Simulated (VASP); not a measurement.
Set up this calculation in VASP 6.6.1, as the native input.

| Property | Result |
| --- | --- |
| Task | single point |
| Functional | PBE |
| Potentials or basis | VASP PAW PBE potentials, release 64 (Cu) |
| Cutoff | 520 eV |
| k mesh | 8 × 8 × 1 |
| Occupations | gaussian, width 0.1 eV |
| Spin | no spin polarisation |
| Dipole correction | yes |
| Further INCAR settings | ALGO = Normal; EDIFF = 1e-06; NBANDS = 12 |

The structure of Cu lies in POSCAR:

```
Cu
1.0
    2.5956510000      0.0000000000      0.0000000000
   -0.8025700000      2.4684580000      0.0000000000
    0.0000000000      0.0000000000     14.0000000000
Cu
1
Direct
    0.0000000000      0.0000000000      0.5000000000
```

The input as run:

INCAR

```
PREC = Accurate
ENCUT = 520
EDIFF = 1E-6
ISMEAR = 0
SIGMA = 0.1
LREAL = False
LASPH = True
NELM = 100
ALGO = Normal
ISIF = 2
LWAVE = False
LCHARG = True
LDIPOL = True
IDIPOL = 3
DIPOL = 0.5 0.5 0.500
GGA = PE
LELF = True
LVHAR = True
LVACPOTAV = True
NBANDS = 12
```

KPOINTS

```
regular mesh
0
Gamma
  8 8 1
```

Potentials or basis: VASP PAW PBE potentials, release 64 (Cu).

The run is started by

```sh
$ cat potpaw_PBE.64/Cu/POTCAR > POTCAR
$ mpirun -np 1 vasp_std > vasp.out
```

Wall time 33 s on 1 thread of AMD EPYC 7R13 Processor (Zen 3) (shared host), peak memory 0.16 GiB.
